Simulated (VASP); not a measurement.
# Sc (P6_3/mmc) in VASP: a series of runs, part 2 of 2

VASP 6.6.1. Earlier steps stand in the parts before.

## 5. Single point, LDA

INCAR reads:

```
SYSTEM = Sc
ALGO     = Normal         ! electronic algorithm
EDIFF    = 1E-6           ! SCF threshold, eV
ENCUT    = 500            ! plane-wave cutoff, eV
GGA_COMPAT= .False.      
ISIF     = 2              ! what is computed and relaxed
ISMEAR   = -1             ! smearing method
LASPH    = .True.         ! aspherical terms in the spheres
LCHARG   = .False.        ! write CHGCAR
LREAL    = .False.        ! projectors in reciprocal space
LWAVE    = .False.        ! write WAVECAR
NBANDS   = 18             ! bands
NELM     = 120            ! most SCF steps
PREC     = Accurate       ! precision mode
SIGMA    = 0.01           ! smearing width, eV
```

KPOINTS reads:

```
k-points
0
Gamma
  11 11 6
  0 0 0
```

POSCAR reads:

```
Sc
1.0
    3.2269060027      0.0000000000      0.0000000000
   -1.6134530014      2.7945825740      0.0000000000
    0.0000000000      0.0000000000      5.0094253455
Sc
2
Direct
    0.3333333333      0.6666666667      0.2500000000
    0.6666666667      0.3333333333      0.7500000000
```

Potentials or basis: VASP PAW LDA potentials, release 64 (Sc_sv).

The run is started by

```sh
cat potpaw_LDA.64/Sc_sv/POTCAR > POTCAR
mpirun -np 1 vasp_std > vasp.out
```

OUTCAR:

```text
SYSTEM = Sc
   EDIFF = 1E-6
   ENCUT = 500
   ISIF = 2
   ISMEAR = -1
   LASPH = .True.
   LREAL = .False.
   NELM = 120
   PREC = Accurate

 ion  position               nearest neighbor table
   1  0.333  0.667  0.250-   2 3.12   2 3.12   2 3.12   2 3.12   2 3.12   2 3.12
   2  0.667  0.333  0.750-   1 3.12   1 3.12   1 3.12   1 3.12   1 3.12   1 3.12

  LATTYP: Found a hexagonal cell.
 ALAT       =     3.2269060027
 C/A-ratio  =     1.5523927072

  Lattice vectors:

 A1 = (   3.2269060027,   0.0000000000,   0.0000000000)
 A2 = (  -1.6134530014,   2.7945825740,   0.0000000000)
 A3 = (   0.0000000000,   0.0000000000,   5.0094253455)

Analysis of symmetry for initial positions (statically):
=====================================================================
 Subroutine PRICEL returns:
 Original cell was already a primitive cell.

 Routine SETGRP: Setting up the symmetry group for a
 hexagonal supercell.

 Subroutine GETGRP returns: Found 24 space group operations
 (whereof 12 operations were pure point group operations)
 out of a pool of 24 trial point group operations.

The static configuration has the point symmetry D_3d.
 The point group associated with its full space group is D_6h.

Analysis of symmetry for dynamics (positions and initial velocities):
=====================================================================
 Subroutine PRICEL returns:
 Original cell was already a primitive cell.

 Routine SETGRP: Setting up the symmetry group for a
 hexagonal supercell.

 Subroutine GETGRP returns: Found 24 space group operations
 (whereof 12 operations were pure point group operations)
 out of a pool of 24 trial point group operations.

The dynamic configuration has the point symmetry D_3d.
 The point group associated with its full space group is D_6h.

 Subroutine INISYM returns: Found 24 space group operations
 (whereof 12 operations are pure point group operations),
 and found     1 'primitive' translations

----------------------------------------------------------------------------------------

                                     Primitive cell

  volume of cell :      45.1743

  direct lattice vectors                    reciprocal lattice vectors
     3.226906003  0.000000000  0.000000000     0.309894369  0.178917597  0.000000000
    -1.613453001  2.794582574  0.000000000     0.000000000  0.357835195  0.000000000
     0.000000000  0.000000000  5.009425346     0.000000000  0.000000000  0.199623696

  length of vectors
     3.226906003  3.226906003  5.009425346     0.357835195  0.357835195  0.199623696

  position of ions in fractional coordinates (direct lattice)
     0.333333333  0.666666667  0.250000000
     0.666666667  0.333333333  0.750000000

  ion indices of the primitive-cell ions
   primitive index   ion index
                 1           1
                 2           2

----------------------------------------------------------------------------------------

 KPOINTS: k-points

Automatic generation of k-mesh.
 Grid dimensions read from file:
 generate k-points for:   11   11    6

 Generating k-lattice:

  Cartesian coordinates                     Fractional coordinates (reciprocal lattice)
     0.028172215  0.016265236  0.000000000     0.090909091  0.000000000  0.000000000
     0.000000000  0.032530472  0.000000000     0.000000000  0.090909091  0.000000000
     0.000000000  0.000000000  0.033270616     0.000000000  0.000000000  0.166666667

  Length of vectors
     0.032530472  0.032530472  0.033270616

  Shift w.r.t. Gamma in fractional coordinates (k-lattice)
     0.000000000  0.000000000  0.000000000

 Subroutine IBZKPT returns following result:
 ===========================================

 Found     64 irreducible k-points:

 Following reciprocal coordinates:
            Coordinates               Weight
  0.000000  0.000000  0.000000      1.000000
  0.090909 -0.000000  0.000000      6.000000
  0.181818 -0.000000  0.000000      6.000000
  0.272727  0.000000  0.000000      6.000000
  0.363636  0.000000  0.000000      6.000000
  0.454545 -0.000000  0.000000      6.000000
[... 16 lines left out ...]
  0.090909  0.090909  0.166667     12.000000
  0.181818  0.090909  0.166667     24.000000
 [... further k-points ...]
   k-points           NKPTS =     64   k-points in BZ     NKDIM =     64   number of bands    NBANDS=     18
   number of dos      NEDOS =    301   number of ions     NIONS =      2
   total plane-waves  NPLWV =  23040
   dimension x,y,z NGX =    24 NGY =   24 NGZ =   40
   dimension x,y,z NGXF=    48 NGYF=   48 NGZF=   80
   ions per type =               2
   NGX,Y,Z   is equivalent  to a cutoff of  12.36, 12.36, 13.27 a.u.
   NGXF,Y,Z  is equivalent  to a cutoff of  24.73, 24.73, 26.55 a.u.
 SYSTEM =  Sc
   PREC   = accura    normal or accurate (medium, high low for compatibility)
   ISTART =      0    job   : 0-new  1-cont  2-samecut
   ICHARG =      2    charge: 1-file 2-atom 10-const
   ISPIN  =      1    spin polarized calculation?
   LNONCOLLINEAR =      F non collinear calculations
   LSORBIT =      F    spin-orbit coupling
   LASPH  =      T    aspherical Exc in radial PAW
   ENCUT  =  500.0 eV  36.75 Ry    6.06 a.u.   5.88  5.88  9.13*2*pi/ulx,y,z
   NELM   =    120;   NELMIN=  2; NELMDL= -5     # of ELM steps
   EDIFF  = 0.1E-05   stopping-criterion for ELM
   LREAL  =      F    real-space projection
   EDIFFG = 0.1E-04   stopping-criterion for IOM
   NSW    =      0    number of steps for IOM
   IBRION =     -1    ionic relax: 0-MD 1-quasi-New 2-CG
   NFREE  =      0    steps in history (QN), initial steepest desc. (CG)
   ISIF   =      2    stress and relaxation
   ISYM   =      2    0-nonsym 1-usesym 2-fastsym
   POTIM  = 0.5000    time-step for ionic-motion
   TEBEG  =    0.0;   TEEND  =   0.0 temperature during run
   PSTRESS=    0.0 pullay stress
   NELECT =      22.0000    total number of electrons
   NUPDOWN=      -1.0000    fix difference up-down
   EMIN   =  10.00;   EMAX   =-10.00  energy-range for DOS
   EFERMI =   0.00;   METHOD = LEGACY
   ISMEAR =    -1;   SIGMA  =   0.01  broadening in eV -4-tet -1-fermi 0-gaus
   EFERMI_NEDOS =   21; number of points for ismear=-14 and -15
   IALGO  =     38    algorithm
   IMIX   =      4    mixing-type and parameters
     AMIX     =   0.40;   BMIX     =  1.00
     AMIX_MAG =   1.60;   BMIX_MAG =  1.00
  volume/ion in A,a.u.               =      22.59       152.43
  Fermi-wavevector in a.u.,A,eV,Ry     =   1.288008  2.433983 22.571595  1.658965
  Thomas-Fermi vector in A             =   2.419988
   LORBIT       =      0    0 simple, 1 ext, 2 COOP (PROOUT), +10 PAW based schemes
   GGA     = CA    functional components
   LHFCALC =     F    Hartree Fock is set to
   AEXX    =    0.0000 exact exchange contribution
   IVDW    =     0    specifies the selected vdW correction
   LEPSILON=     F    determine dielectric tensor
   LRPA    =     F    only Hartree local field effects (RPA)
 non-spin polarized calculation
  energy-cutoff  :      500.00
  volume of cell :       45.17
 maximum number of plane-waves:      1160
 NGX is ok and might be reduce to    24
   NGX = 11   NGY = 11   NGZ = 19

 number of electron      22.0000000 magnetization

 Free energy of the ion-electron system (eV)
  ---------------------------------------------------
  ext. energy  EPLUGINS =         0.00000000
  ---------------------------------------------------
  free energy    TOTEN  =       -13.45157137 eV

  energy without entropy =      -13.45041835  energy(sigma->0) =      -13.45099486

 E-fermi :   4.0001     XC(G=0): -10.5085

 val. band max:        3.9907708331   @ k =   0.4545  -0.0000   0.3333
 cond. band min:       4.0032473196   @ k =   0.1818   0.0909   0.3333
 fundamental gap:      0.0124764865
 Fermi energy:         4.0001348389

 k-point     1 :       0.0000    0.0000    0.0000
  band No.  band energies     occupation
      1     -44.6179      2.00000
      2     -44.5075      2.00000
      3     -23.8791      2.00000
      4     -23.4088      2.00000
      5     -23.4088      2.00000
      6     -23.3168      2.00000
[... 10 lines left out ...]
     17       6.4112      0.00000
     18       6.4112      0.00000

 k-point     2 :       0.0909   -0.0000    0.0000
  band No.  band energies     occupation
      1     -44.6120      2.00000
      2     -44.5056      2.00000
      3     -23.8641      2.00000
      4     -23.4371      2.00000
      5     -23.4187      2.00000
      6     -23.3466      2.00000
[... 10 lines left out ...]
     17       6.2643      0.00000
     18       6.2891      0.00000
[... 442 lines left out ...]
 k-point    24 :       0.1818    0.0909    0.1667
  band No.  band energies     occupation
      1     -44.5760      2.00000
      2     -44.5032      2.00000
      3     -23.7703      2.00000
      4     -23.5487      2.00000
      5     -23.5224      2.00000
      6     -23.4505      2.00000
[... 10 lines left out ...]
     17       6.8245      0.00000
     18       7.1069      0.00000

 [... further k-points ...]
[... 5 lines left out ...]
  --------------------------------------------------------------------------------------
  -------------------------------------------------------------------------------------
  Total       -0.0394772     -0.0394772     -0.0721363      0.0000000      0.0000000     -0.0000000
  in kB       -1.4001218     -1.4001218     -2.5584299      0.0000000      0.0000000     -0.0000000
  external PRESSURE =      -1.7862245 kB  Pullay stress =       0.0000000 kB

 VOLUME and BASIS-vectors are now :
 -----------------------------------------------------------------------------
  energy-cutoff  :      500.00
  volume of cell :       45.17
      direct lattice vectors                 reciprocal lattice vectors
     3.226906003  0.000000000  0.000000000     0.309894369  0.178917597  0.000000000
    -1.613453001  2.794582574  0.000000000     0.000000000  0.357835195  0.000000000
     0.000000000  0.000000000  5.009425346     0.000000000  0.000000000  0.199623696

 POSITION                                       TOTAL-FORCE (eV/Angst)
 -----------------------------------------------------------------------------------
     -0.00000      1.86306      1.25236         0.000000     -0.000000      0.000000
      1.61345      0.93153      3.75707        -0.000000      0.000000      0.000000
 -----------------------------------------------------------------------------------
    total drift:                               -0.000000      0.000000     -0.000000

  FREE ENERGIE OF THE ION-ELECTRON SYSTEM (eV)
  ---------------------------------------------------
  free  energy   TOTEN  =       -13.4515713727 eV

  energy  without entropy=      -13.4504183541  energy(sigma->0) =      -13.45099486
```

Wall time 45 s (1 thread of AMD EPYC 7R43 (Zen 3), shared host); peak memory 0.12 GiB.

Results:

| Quantity | Value |
| --- | --- |
| Free energy | -13.4516 eV |
| Pressure | -0.2 GPa |
| Band gap on the k mesh | zero (band 11 reaches 5.00 eV, above the bottom of band 12 at 3.41 eV) |

Levels at points of the mesh, in eV from the Fermi level:
```
           k point  band 7  band 8  band 9  band 10  band 11  band 12  band 13  band 14  band 15  band 16
(0.00, 0.00, 0.00)  -27.32  -27.27   -5.24    -1.78     0.94     1.61     1.61     1.94     2.12     2.12
(0.00, 0.00, 0.50)  -27.36  -27.36   -3.59    -3.59     1.00     1.00     1.51     1.51     1.51     1.51
```

## 6. Single point, LDA

INCAR reads:

```
SYSTEM = Sc
PREC     = Accurate       ! precision mode
ENCUT    = 500            ! plane-wave cutoff, eV
EDIFF    = 1E-6           ! SCF threshold, eV
ISMEAR   = -1             ! smearing method
SIGMA    = 0.03           ! smearing width, eV
LREAL    = .False.        ! projectors in reciprocal space
LASPH    = .True.         ! aspherical terms in the spheres
NELM     = 120            ! most SCF steps
ALGO     = Normal         ! electronic algorithm
ISIF     = 2              ! what is computed and relaxed
LWAVE    = .False.        ! write WAVECAR
LCHARG   = .False.        ! write CHGCAR
GGA      = CA             ! functional
NBANDS   = 18             ! bands
GGA_COMPAT= .False.
```

KPOINTS reads:

```
Automatic mesh
0
Gamma
  11 11 6
  0 0 0
```

POSCAR is that of step 5.

Potentials or basis: VASP PAW LDA potentials, release 64 (Sc_sv).

The run is started by

```sh
cat potpaw_LDA.64/Sc_sv/POTCAR > POTCAR
mpirun -np 1 vasp_std > vasp.out
```

Wall time 39 s (1 thread of AMD EPYC 7R43 (Zen 3), shared host); peak memory 0.13 GiB.

The run converged. Its results:

- Free energy: -13.4559 eV
- Pressure: -0.2 GPa
- Band gap on the k mesh: zero (band 11 reaches 5.00 eV, above the bottom of band 12 at 3.41 eV)

Stress tensor (GPa, compression positive):
```
-0.06  0.00  0.00
 0.00 -0.06  0.00
 0.00  0.00 -0.38
```

Levels at points of the mesh, in eV from the Fermi level:
```csv
k point,band 9,band 10,band 11,band 12,band 13,band 14
"(0.00, 0.00, 0.00)",-5.23,-1.77,0.95,1.63,1.63,1.95
"(0.00, 0.00, 0.50)",-3.58,-3.58,1.01,1.01,1.53,1.53
```

## 7. Summary

| k mesh | smearing | gap on the mesh (eV) | pressure (GPa) |
| --- | --- | --- | --- |
| 9 × 9 × 5 | fermi-dirac 0.1 eV | none | 0.1 |
| 11 × 11 × 6 | fermi-dirac 0.1 eV | none | 0.1 |
| 11 × 11 × 6 | fermi-dirac 0.01 eV | none | -0.2 |
| 11 × 11 × 6 | fermi-dirac 0.03 eV | none | -0.2 |

Alike in all rows: task single point; level LDA; potentials or basis VASP PAW LDA potentials, release 64 (Sc_sv); no spin polarisation; cell as given; cutoff (eV) 500.

Every run on the cell as given and a fine mesh finds a metal.

Total energies depend on the potentials used, so only differences within one code and one set of settings carry meaning.
